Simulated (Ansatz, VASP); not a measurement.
# BAs: VASP beside Ansatz

The input INCAR:

```
SYSTEM = BAs
PREC     = Accurate       ! precision mode
ENCUT    = 500            ! plane-wave cutoff, eV
EDIFF    = 1E-6           ! SCF threshold, eV
ISMEAR   = -1             ! smearing method
SIGMA    = 0.02           ! smearing width, eV
LREAL    = .FALSE.        ! projectors in reciprocal space
LASPH    = .TRUE.         ! aspherical terms in the spheres
NELM     = 120            ! most SCF steps
ALGO     = Normal         ! electronic algorithm
ISIF     = 2              ! what is computed and relaxed
LWAVE    = .FALSE.        ! write WAVECAR
LCHARG   = .FALSE.        ! write CHGCAR
GGA      = PE             ! functional
NBANDS   = 11             ! bands
GGA_COMPAT= .FALSE.
```

File KPOINTS:

```
Automatic mesh
0
G
  10 10 10
  0 0 0
```

Contents of POSCAR:

```
BAs
1.0
    0.0000000000      2.4287023655      2.4287023655
    2.4287023655      0.0000000000      2.4287023655
    2.4287023655      2.4287023655      0.0000000000
B As
1 1
Direct
    0.0000000000      0.0000000000      0.0000000000
    0.2500000000      0.2500000000      0.2500000000
```

Input for Ansatz:

```yaml
crystal:
  lattice:
    - [0.0, 2.4287023655, 2.4287023655]
    - [2.4287023655, 0.0, 2.4287023655]
    - [2.4287023655, 2.4287023655, 0.0]
  atoms:
    - { symbol: B, position: [0.0, 0.0, 0.0] }
    - { symbol: As, position: [0.25, 0.25, 0.25] }
kpoints:
  mp_grid: { grid: [10, 10, 10] }
  band_path:
    path:
      - [0.0, 0.0, 0.0]
      - [-0.5, -0.5, 0.0]
      - [-0.375, -0.375, 0.25]
      - [-0.375, 0.0, 0.375]
      - [0.0, 0.0, 0.5]
      - [-0.5, -0.25, 0.25]
      - [0.0, 0.395833, 0.395833]
    npoints: 1
hamiltonian:
  xc: pbe
scf:
  occupations: { method: fermi_dirac, width: 0.02 }
  n_extra_bands: 4
output:
  forces: true
  stress: true
  eigenvalues: true
  write_density: true
  write_potential: true
  elf: true
  volumetric_format: npy
```

Change from the starting cell: hydrostatic strain +1.5%.

Alike in both runs: task single point; functional PBE; k mesh 10 × 10 × 10; occupations fermi-dirac, width 0.02 eV; no spin polarisation.

```csv
,VASP,Ansatz
version,VASP 6.6.1,Ansatz 0.2.0
potentials or method,"VASP PAW PBE potentials, release 64 (B, As)","plane waves, PAW"
plane-wave cutoff (eV),500,420
valence electrons in the cell,8,18
```

|  | VASP | Ansatz | Ansatz less VASP |
| --- | --- | --- | --- |
| gap on the k mesh at the Fermi level (eV) | 1.23 | 1.23 | +0.008 |
| pressure (GPa) | -3.2 | -3.7 | -0.51 |

The functional is the same, so the differences come from potentials, cutoffs and numerics. VASP's potentials hold 8 valence electrons a cell and Ansatz's 18, so a difference there can come from the potentials and not from the codes.
